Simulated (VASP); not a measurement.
# Sn4S (P4/mmm) in VASP: a series of runs

Runs on Sn4S. Level: PBE. Tasks: single point.

Everything below comes from runs of VASP 6.6.1. Logs are shortened: lines on timing, memory, paths and dates and some standing lists are left out, and cuts for length are marked.

## Step 1: The cell of the first run

The structure is tetragonal, space group P4/mmm (No. 123). Conventional cell: a = 4.367 Å, b = 4.367 Å, c = 7.471 Å, α = 90.00°, β = 90.00°, γ = 90.00°. Sn (site symmetry 2mm) has 2 S at 3.07 Å and 5 Sn at 3.09 to 3.15 Å within 4.0 Å. Within 4.0 Å of S (site symmetry 4/mmm) lie 8 Sn at 3.07 Å.

## Step 2: Single point, PBE

INCAR reads:

```
PREC = Accurate
ENCUT = 520
EDIFF = 1E-7
ISMEAR = 0
SIGMA = 0.1
LREAL = False
LASPH = True
NELM = 80
ALGO = Normal
ISIF = 2
LWAVE = False
LCHARG = False
GGA = PE
NBANDS = 39
```

KPOINTS reads:

```
Automatic mesh
0
Gamma
  4 4 2
```

POSCAR reads:

```
Sn4S
1.0
    4.3669108072      0.0000000000      0.0000000000
    0.0000000000      4.3669108072      0.0000000000
    0.0000000000      0.0000000000      7.4709525292
Sn S
4 1
Direct
    0.0000000000      0.5000000000      0.2894568635
    0.5000000000      0.0000000000      0.2894568635
    0.0000000000      0.5000000000      0.7105431365
    0.5000000000      0.0000000000      0.7105431365
    0.0000000000      0.0000000000      0.0000000000
```

Potentials or basis: VASP PAW PBE potentials, release 64 (Sn_d, S).

Launch:

```console
$ cat potpaw_PBE.64/Sn_d/POTCAR potpaw_PBE.64/S/POTCAR > POTCAR
$ mpirun -np 1 vasp_std > vasp.out
```

OUTCAR:

```text
PREC = Accurate
   ENCUT = 520
   EDIFF = 1E-7
   ISMEAR = 0
   LREAL = False
   LASPH = True
   NELM = 80
   ISIF = 2
   GGA = PE

 ion  position               nearest neighbor table
   1  0.000  0.500  0.289-   5 3.07   5 3.07   2 3.09   2 3.09   2 3.09   2 3.09   3 3.15
   2  0.500  0.000  0.289-   5 3.07   5 3.07   1 3.09   1 3.09   1 3.09   1 3.09   4 3.15
   3  0.000  0.500  0.711-   5 3.07   5 3.07   4 3.09   4 3.09   4 3.09   4 3.09   1 3.15
   4  0.500  0.000  0.711-   5 3.07   5 3.07   3 3.09   3 3.09   3 3.09   3 3.09   2 3.15
   5  0.000  0.000  0.000-   1 3.07   2 3.07   3 3.07   4 3.07   1 3.07   3 3.07   2 3.07   4 3.07

  LATTYP: Found a simple tetragonal cell.
 ALAT       =     4.3669108072
 C/A-ratio  =     1.7108095079

  Lattice vectors:

 A1 = (   4.3669108072,   0.0000000000,   0.0000000000)
 A2 = (   0.0000000000,   4.3669108072,   0.0000000000)
 A3 = (   0.0000000000,   0.0000000000,   7.4709525292)

Analysis of symmetry for initial positions (statically):
=====================================================================
 Subroutine PRICEL returns:
 Original cell was already a primitive cell.

 Routine SETGRP: Setting up the symmetry group for a
 simple tetragonal supercell.

 Subroutine GETGRP returns: Found 16 space group operations
 (whereof 16 operations were pure point group operations)
 out of a pool of 16 trial point group operations.

The static configuration has the point symmetry D_4h.

Analysis of symmetry for dynamics (positions and initial velocities):
=====================================================================
 Subroutine PRICEL returns:
 Original cell was already a primitive cell.

 Routine SETGRP: Setting up the symmetry group for a
 simple tetragonal supercell.

 Subroutine GETGRP returns: Found 16 space group operations
 (whereof 16 operations were pure point group operations)
 out of a pool of 16 trial point group operations.

The dynamic configuration has the point symmetry D_4h.

 Subroutine INISYM returns: Found 16 space group operations
 (whereof 16 operations are pure point group operations),
 and found     1 'primitive' translations

----------------------------------------------------------------------------------------

                                     Primitive cell

  volume of cell :     142.4704

  direct lattice vectors                    reciprocal lattice vectors
     4.366910807  0.000000000  0.000000000     0.228994830  0.000000000  0.000000000
     0.000000000  4.366910807  0.000000000     0.000000000  0.228994830  0.000000000
     0.000000000  0.000000000  7.470952529     0.000000000  0.000000000  0.133851741

  length of vectors
     4.366910807  4.366910807  7.470952529     0.228994830  0.228994830  0.133851741

  position of ions in fractional coordinates (direct lattice)
     0.000000000  0.500000000  0.289456863
     0.500000000  0.000000000  0.289456863
     0.000000000  0.500000000  0.710543137
     0.500000000  0.000000000  0.710543137
     0.000000000  0.000000000  0.000000000

  ion indices of the primitive-cell ions
   primitive index   ion index
                 1           1
                 2           2
                 3           3
                 4           4
                 5           5

----------------------------------------------------------------------------------------

 KPOINTS: Automatic mesh

Automatic generation of k-mesh.
 Grid dimensions read from file:
 generate k-points for:    4    4    2

 Generating k-lattice:

  Cartesian coordinates                     Fractional coordinates (reciprocal lattice)
     0.057248708  0.000000000  0.000000000     0.250000000  0.000000000  0.000000000
     0.000000000  0.057248708  0.000000000     0.000000000  0.250000000  0.000000000
     0.000000000  0.000000000  0.066925870     0.000000000  0.000000000  0.500000000

  Length of vectors
     0.057248708  0.057248708  0.066925870

  Shift w.r.t. Gamma in fractional coordinates (k-lattice)
     0.000000000  0.000000000  0.000000000

 Subroutine IBZKPT returns following result:
 ===========================================

 Found     12 irreducible k-points:

 Following reciprocal coordinates:
            Coordinates               Weight
  0.000000  0.000000  0.000000      1.000000
  0.250000  0.000000  0.000000      4.000000
  0.500000  0.000000  0.000000      2.000000
  0.250000  0.250000  0.000000      4.000000
  0.500000  0.250000  0.000000      4.000000
  0.500000  0.500000  0.000000      1.000000
  0.000000  0.000000  0.500000      1.000000
  0.250000  0.000000  0.500000      4.000000
  0.500000  0.000000  0.500000      2.000000
  0.250000  0.250000  0.500000      4.000000
  0.500000  0.250000  0.500000      4.000000
  0.500000  0.500000  0.500000      1.000000
   k-points           NKPTS =     12   k-points in BZ     NKDIM =     12   number of bands    NBANDS=     39
   number of dos      NEDOS =    301   number of ions     NIONS =      5
   total plane-waves  NPLWV =  57344
   dimension x,y,z NGX =    32 NGY =   32 NGZ =   56
   dimension x,y,z NGXF=    64 NGYF=   64 NGZF=  112
   ions per type =               4   1
   NGX,Y,Z   is equivalent  to a cutoff of  12.18, 12.18, 12.46 a.u.
   NGXF,Y,Z  is equivalent  to a cutoff of  24.36, 24.36, 24.92 a.u.
 SYSTEM =  unknown system
   PREC   = accura    normal or accurate (medium, high low for compatibility)
   ISTART =      0    job   : 0-new  1-cont  2-samecut
   ICHARG =      2    charge: 1-file 2-atom 10-const
   ISPIN  =      1    spin polarized calculation?
   LNONCOLLINEAR =      F non collinear calculations
   LSORBIT =      F    spin-orbit coupling
   LASPH  =      T    aspherical Exc in radial PAW
   ENCUT  =  520.0 eV  38.22 Ry    6.18 a.u.   8.12  8.12 13.89*2*pi/ulx,y,z
   NELM   =     80;   NELMIN=  2; NELMDL= -5     # of ELM steps
   EDIFF  = 0.1E-06   stopping-criterion for ELM
   LREAL  =      F    real-space projection
   EDIFFG = 0.1E-05   stopping-criterion for IOM
   NSW    =      0    number of steps for IOM
   IBRION =     -1    ionic relax: 0-MD 1-quasi-New 2-CG
   NFREE  =      0    steps in history (QN), initial steepest desc. (CG)
   ISIF   =      2    stress and relaxation
   ISYM   =      2    0-nonsym 1-usesym 2-fastsym
   POTIM  = 0.5000    time-step for ionic-motion
[... 24 lines left out ...]
  energy-cutoff  :      520.00
  volume of cell :      142.47
 maximum number of plane-waves:      3872
   NGX = 17   NGY = 17   NGZ = 27

 number of electron      61.9999982 magnetization

 Free energy of the ion-electron system (eV)
  ---------------------------------------------------
  ext. energy  EPLUGINS =         0.00000000
  ---------------------------------------------------
  free energy    TOTEN  =       -19.00318020 eV

  energy without entropy =      -18.99334764  energy(sigma->0) =      -18.99826392

 E-fermi :   6.3730     XC(G=0):  -9.6399

 val. band max:        6.2871415409   @ k =   0.2500   0.0000   0.0000
 cond. band min:       6.4422634300   @ k =   0.5000   0.2500   0.5000
 fundamental gap:      0.1551218890
 Fermi energy:         6.3729785477

 k-point     1 :       0.0000    0.0000    0.0000
  band No.  band energies     occupation
      1     -15.2642      2.00000
      2     -15.2567      2.00000
      3     -15.2204      2.00000
      4     -15.1328      2.00000
      5     -15.1234      2.00000
      6     -15.1071      2.00000
[... 31 lines left out ...]
     38      12.0692      0.00000
     39      12.0692      0.00000

 k-point     2 :       0.2500    0.0000    0.0000
  band No.  band energies     occupation
      1     -15.1992      2.00000
      2     -15.1933      2.00000
      3     -15.1921      2.00000
      4     -15.0985      2.00000
      5     -15.0965      2.00000
      6     -15.0930      2.00000
[... 31 lines left out ...]
     38      10.7784      0.00000
     39      11.1473      0.00000

 k-point     3 :       0.5000    0.0000    0.0000
  band No.  band energies     occupation
      1     -15.1331      2.00000
      2     -15.1294      2.00000
      3     -15.0775      2.00000
      4     -15.0698      2.00000
      5     -15.0385      2.00000
      6     -15.0376      2.00000
[... 31 lines left out ...]
     38       9.3251      0.00000
     39      10.0502      0.00000

 k-point     4 :       0.2500    0.2500    0.0000
  band No.  band energies     occupation
      1     -15.2255      2.00000
      2     -15.1794      2.00000
      3     -15.1211      2.00000
      4     -15.1084      2.00000
      5     -15.1039      2.00000
      6     -15.0665      2.00000
[... 31 lines left out ...]
     38      10.9515      0.00000
     39      11.3597      0.00000

 k-point     5 :       0.5000    0.2500    0.0000
  band No.  band energies     occupation
      1     -15.1824      2.00000
      2     -15.1813      2.00000
      3     -15.1247      2.00000
      4     -15.1108      2.00000
      5     -15.1097      2.00000
      6     -15.0822      2.00000
[... 31 lines left out ...]
     38      11.3257      0.00000
     39      11.7210      0.00000

 k-point     6 :       0.5000    0.5000    0.0000
  band No.  band energies     occupation
      1     -15.2147      2.00000
      2     -15.2147      2.00000
      3     -15.1489      2.00000
      4     -15.1489      2.00000
      5     -15.1466      2.00000
      6     -15.1015      2.00000
[... 31 lines left out ...]
     38      11.7928      0.00000
     39      13.9801      0.00000

 k-point     7 :       0.0000    0.0000    0.5000
  band No.  band energies     occupation
      1     -15.2640      2.00000
      2     -15.2569      2.00000
      3     -15.2157      2.00000
      4     -15.1344      2.00000
      5     -15.1209      2.00000
      6     -15.1043      2.00000
[... 31 lines left out ...]
     38      11.3667      0.00000
     39      11.9091      0.00000

 k-point     8 :       0.2500    0.0000    0.5000
  band No.  band energies     occupation
      1     -15.1989      2.00000
      2     -15.1924      2.00000
      3     -15.1884      2.00000
      4     -15.1002      2.00000
      5     -15.0928      2.00000
      6     -15.0903      2.00000
[... 31 lines left out ...]
     38      10.5011      0.00000
     39      10.9077      0.00000

 k-point     9 :       0.5000    0.0000    0.5000
  band No.  band energies     occupation
      1     -15.1281      2.00000
      2     -15.1240      2.00000
      3     -15.0723      2.00000
      4     -15.0674      2.00000
      5     -15.0373      2.00000
      6     -15.0369      2.00000
[... 31 lines left out ...]
     38       9.3109      0.00000
     39      10.7279      0.00000

 k-point    10 :       0.2500    0.2500    0.5000
  band No.  band energies     occupation
      1     -15.2229      2.00000
      2     -15.1803      2.00000
      3     -15.1160      2.00000
      4     -15.1038      2.00000
      5     -15.1016      2.00000
      6     -15.0714      2.00000
[... 31 lines left out ...]
     38      11.9524      0.00000
     39      12.0049      0.00000

 k-point    11 :       0.5000    0.2500    0.5000
  band No.  band energies     occupation
      1     -15.1790      2.00000
      2     -15.1779      2.00000
      3     -15.1177      2.00000
      4     -15.1125      2.00000
      5     -15.1114      2.00000
      6     -15.0803      2.00000
[... 31 lines left out ...]
     38      11.8057      0.00000
     39      12.2980      0.00000

 k-point    12 :       0.5000    0.5000    0.5000
  band No.  band energies     occupation
      1     -15.2118      2.00000
      2     -15.2118      2.00000
      3     -15.1506      2.00000
      4     -15.1506      2.00000
      5     -15.1380      2.00000
      6     -15.0993      2.00000
[... 31 lines left out ...]
     38      11.5533      0.00000
     39      13.5146      0.00000

------------------------ aborting loop because EDIFF is reached ----------------------------------------

  FORCE on cell =-STRESS in cart. coord.  units (eV):
  Direction    XX          YY          ZZ          XY          YZ          ZX
  --------------------------------------------------------------------------------------
  -------------------------------------------------------------------------------------
  Total        0.2085945      0.2085945     -0.2064607      0.0000000      0.0000000     -0.0000000
  in kB        2.3457883      2.3457883     -2.3217918      0.0000000      0.0000000     -0.0000000
  external PRESSURE =       0.7899282 kB  Pullay stress =       0.0000000 kB

 VOLUME and BASIS-vectors are now :
 -----------------------------------------------------------------------------
  energy-cutoff  :      520.00
  volume of cell :      142.47
      direct lattice vectors                 reciprocal lattice vectors
     4.366910807  0.000000000  0.000000000     0.228994830  0.000000000  0.000000000
     0.000000000  4.366910807  0.000000000     0.000000000  0.228994830  0.000000000
     0.000000000  0.000000000  7.470952529     0.000000000  0.000000000  0.133851741

 POSITION                                       TOTAL-FORCE (eV/Angst)
 -----------------------------------------------------------------------------------
      0.00000      2.18346      2.16252        -0.000000     -0.000000      0.033109
      2.18346      0.00000      2.16252        -0.000000      0.000000      0.033109
      0.00000      2.18346      5.30843        -0.000000     -0.000000     -0.033109
      2.18346      0.00000      5.30843         0.000000      0.000000     -0.033109
      0.00000      0.00000      0.00000        -0.000000      0.000000      0.000000
 -----------------------------------------------------------------------------------
    total drift:                                0.000000      0.000000      0.000000

  FREE ENERGIE OF THE ION-ELECTRON SYSTEM (eV)
  ---------------------------------------------------
  free  energy   TOTEN  =       -19.0031802031 eV

  energy  without entropy=      -18.9933476398  energy(sigma->0) =      -18.99826392
```

It took 32 s on 1 thread of Intel Xeon Platinum 8488C (Sapphire Rapids), shared host; peak memory 0.24 GiB.

Results:

```yaml
Free_energy: -19.0032 eV
Pressure: 0.1 GPa
Largest_force: 0.033 eV/Å
Band_gap_on_the_k_mesh: zero (band 31 reaches 7.30 eV, above the bottom of band 32 at 5.57 eV)
```

Forces on the atoms (eV/Å):
```
Sn   0.000  0.000  0.033
Sn   0.000  0.000  0.033
Sn   0.000  0.000 -0.033
Sn   0.000  0.000 -0.033
S    0.000  0.000  0.000
```

Stress tensor (GPa, compression positive):
```
 0.23  0.00  0.00
 0.00  0.23  0.00
 0.00  0.00 -0.23
```

Caveat: the k points lie up to 0.42 Å⁻¹ apart; spin-orbit coupling is left out, which moves the levels of the heavy elements.

## Step 3: Single point, PBE

This run uses another cell than the first one, of 30.42 Å³/atom, 1.067 times its volume.

INCAR reads:

```
PREC = Accurate ; ENCUT = 520
EDIFF = 1E-6 ; ISMEAR = 0
SIGMA = 0.1 ; LREAL = F
LASPH = T ; NELM = 60
ALGO = Normal ; ISIF = 2
LWAVE = F ; LCHARG = T
GGA = PE ; LELF = T
LVHAR = T ; NBANDS = 39
```

KPOINTS is that of step 2.

POSCAR reads:

```
Sn4S
1.0
    4.1192294000      0.0000000000      0.0000000000
    0.0000000000      4.1192294000      0.0000000000
    0.0000000000      0.0000000000      8.9627474400
Sn S
4 1
Direct
    0.0000000000      0.5000000000      0.3162140900
    0.5000000000      0.0000000000      0.3162140900
    0.0000000000      0.5000000000      0.6837859100
    0.5000000000      0.0000000000      0.6837859100
    0.0000000000      0.0000000000      0.0000000000
```

Potentials or basis: VASP PAW PBE potentials, release 64 (Sn_d, S).

Launch:

```console
$ cat potpaw_PBE.64/Sn_d/POTCAR potpaw_PBE.64/S/POTCAR > POTCAR
$ mpirun -np 1 vasp_std > vasp.out
```

Wall time 50 s (1 thread of Intel Xeon Platinum 8488C (Sapphire Rapids), shared host); peak memory 0.27 GiB.

Results (log left out):

* Free energy: -17.7227 eV
* Pressure: 0.2 GPa
* Largest force: 0.650 eV/Å
* Band gap on the k mesh: zero (band 31 reaches 6.50 eV, above the bottom of band 32 at 4.35 eV)

Forces on the atoms (eV/Å):
```
Sn   0.000  0.000 -0.650
Sn   0.000  0.000 -0.650
Sn   0.000  0.000  0.650
Sn   0.000  0.000  0.650
S    0.000  0.000  0.000
```

Stress tensor (GPa, compression positive):
```
 4.43  0.00  0.00
 0.00  4.43  0.00
 0.00  0.00 -8.38
```

Levels at points of the mesh, in eV from the Fermi level:
| k point | band 27 | band 28 | band 29 | band 30 | band 31 | band 32 | band 33 | band 34 | band 35 | band 36 |
| --- | --- | --- | --- | --- | --- | --- | --- | --- | --- | --- |
| (0.00, 0.00, 0.00) | -1.80 | -1.80 | -1.19 | -0.79 | -0.79 | -0.20 | -0.20 | 2.12 | 2.73 | 3.42 |
| (0.50, 0.00, 0.00) | -1.41 | -0.83 | -0.49 | 0.29 | 1.18 | 1.47 | 2.06 | 2.12 | 2.17 | 2.28 |
| (0.50, 0.50, 0.00) | -4.37 | -4.05 | -3.59 | -2.03 | -2.03 | -0.48 | 1.03 | 1.03 | 3.09 | 3.09 |
| (0.00, 0.00, 0.50) | -1.62 | -1.25 | -1.23 | -1.23 | 0.02 | 0.12 | 0.12 | 0.43 | 3.04 | 3.67 |
| (0.50, 0.00, 0.50) | -1.79 | -1.13 | -0.45 | 0.93 | 1.17 | 1.20 | 2.09 | 2.32 | 2.40 | 2.45 |
| (0.50, 0.50, 0.50) | -4.49 | -3.62 | -3.44 | -1.38 | -1.38 | -0.98 | -0.25 | -0.25 | 3.97 | 4.24 |

Caveat: the k points lie up to 0.38 Å⁻¹ apart; spin-orbit coupling is left out, which moves the levels of the heavy elements.

## Step 4: Single point, PBE

This run uses another cell than the first one, of 28.92 Å³/atom, 1.015 times its volume.

Changes to INCAR since step 3:

```diff
@@ -3,3 +3,3 @@
 SIGMA = 0.1 ; LREAL = F
-LASPH = T ; NELM = 60
+LASPH = T ; NELM = 80
 ALGO = Normal ; ISIF = 2
```

KPOINTS reads:

```
regular mesh
0
Gamma
  4 4 4
```

POSCAR reads:

```
Sn4S
1.0
    4.3791237496      0.0000000000      0.0000000000
    0.0000000000      4.3791237496      0.0000000000
    0.0000000000      0.0000000000      7.5408072704
Sn S
4 1
Direct
    0.0000000000      0.5000000000      0.2877293507
    0.5000000000      0.0000000000      0.2877293507
    0.0000000000      0.5000000000      0.7122706493
    0.5000000000      0.0000000000      0.7122706493
    0.0000000000      0.0000000000      0.0000000000
```

Launch:

```console
$ cat potpaw_PBE.64/Sn_d/POTCAR potpaw_PBE.64/S/POTCAR > POTCAR
$ mpirun -np 1 vasp_std > vasp.out
```

Wall time 71 s (1 thread of Intel Xeon Platinum 8488C (Sapphire Rapids), shared host); peak memory 0.29 GiB.

It converged, with:

```yaml
Free_energy: -18.8261 eV
Pressure: -0.1 GPa
Band_gap_on_the_k_mesh: zero (band 31 reaches 7.15 eV, above the bottom of band 32 at 5.51 eV)
```

Forces in eV/Å, atoms in the order of the input:
```
Sn   0.000  0.000  0.003
Sn   0.000  0.000  0.003
Sn   0.000  0.000 -0.003
Sn   0.000  0.000 -0.003
S    0.000  0.000  0.000
```

Levels at points of the mesh, in eV from the Fermi level:
| k point | band 27 | band 28 | band 29 | band 30 | band 31 | band 32 | band 33 | band 34 | band 35 | band 36 |
| --- | --- | --- | --- | --- | --- | --- | --- | --- | --- | --- |
| (0.00, 0.00, 0.00) | -2.48 | -2.44 | -2.39 | -0.92 | -0.92 | -0.58 | -0.58 | 0.76 | 2.72 | 2.95 |
| (0.50, 0.00, 0.00) | -2.91 | -1.94 | -0.91 | 0.43 | 0.73 | 1.22 | 1.26 | 1.44 | 1.70 | 1.83 |
| (0.50, 0.50, 0.00) | -4.22 | -3.74 | -3.74 | -3.64 | -2.97 | 0.61 | 1.91 | 1.91 | 2.52 | 3.57 |
| (0.00, 0.00, 0.50) | -3.29 | -2.91 | -1.86 | -1.86 | 0.20 | 0.42 | 0.42 | 0.42 | 2.29 | 4.01 |
| (0.50, 0.00, 0.50) | -2.86 | -2.65 | -0.99 | 0.35 | 0.64 | 0.68 | 1.15 | 1.33 | 1.37 | 2.38 |
| (0.50, 0.50, 0.50) | -4.04 | -3.29 | -2.39 | -2.14 | -2.14 | -0.91 | -0.42 | -0.42 | 4.25 | 4.39 |

Caveat: spin-orbit coupling is left out, which moves the levels of the heavy elements.

## Step 5: Overview

| cell | k mesh | gap on the mesh (eV) | pressure (GPa) | largest force (eV/Å) |
| --- | --- | --- | --- | --- |
| a = 4.367, b = 4.367, c = 7.471 Å, 5 atoms | 4 × 4 × 2 | none | 0.1 | 0.03 |
| a = 4.119, b = 4.119, c = 8.963 Å, 5 atoms | 4 × 4 × 2 | none | 0.2 | 0.65 |
| a = 4.379, b = 4.379, c = 7.541 Å, 5 atoms | 4 × 4 × 4 | none | -0.1 | - |

Alike in all rows: task single point; level PBE; potentials or basis VASP PAW PBE potentials, release 64 (Sn_d, S); no spin polarisation; cutoff (eV) 520; smearing gaussian 0.1 eV.

Caveats: some runs use coarse meshes; spin-orbit coupling is left out, which moves the levels of the heavy elements.

Absolute energies hang on the potentials; compare differences alone.
